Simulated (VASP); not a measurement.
A run of VASP 6.6.1:

The input INCAR:

```
SYSTEM = Ga3BiAs2
PREC = Accurate
ENCUT = 520
EDIFF = 1E-6
ISMEAR = -1
SIGMA = 0.02
LREAL = .False.
LASPH = .True.
NELM = 80
ALGO = Normal
ISIF = 2
LWAVE = .False.
LCHARG = .False.
GGA = PE
NBANDS = 41
```

The input KPOINTS:

```
regular mesh
0
Gamma
  6 6 2
  0 0 0
```

The input POSCAR:

```
Ga3BiAs2
1.0
    4.2687515244      0.0000000000      0.0000000000
   -2.1343757622      3.6968472626      0.0000000000
    0.0000000000      0.0000000000     10.5162349333
As Bi Ga
2 1 3
Direct
    0.0000000000      0.0000000000      0.0104719634
    0.3333333333      0.6666666667      0.3242985591
    0.6666666667      0.3333333333      0.6635836488
    0.3333333333      0.6666666667      0.0833740036
    0.6666666667      0.3333333333      0.3954094505
    0.0000000000      0.0000000000      0.7728623746
```

Potentials or basis: VASP PAW PBE potentials, release 64 (As, Bi_d, Ga_d).

The run is started by

```bash
$ cat potpaw_PBE.64/As/POTCAR potpaw_PBE.64/Bi_d/POTCAR potpaw_PBE.64/Ga_d/POTCAR > POTCAR
$ mpirun -np 1 vasp_std > vasp.out
```

Hardware: 1 thread of Oxide Virtual Turin-like Processor, with other jobs on the host.

Task: How long does it take, and how much memory?

Result: Wall time 2.3 min on 1 thread of Oxide Virtual Turin-like Processor, with other jobs on the host, peak memory 0.28 GiB. Counts: scf iterations 14, k points 14.
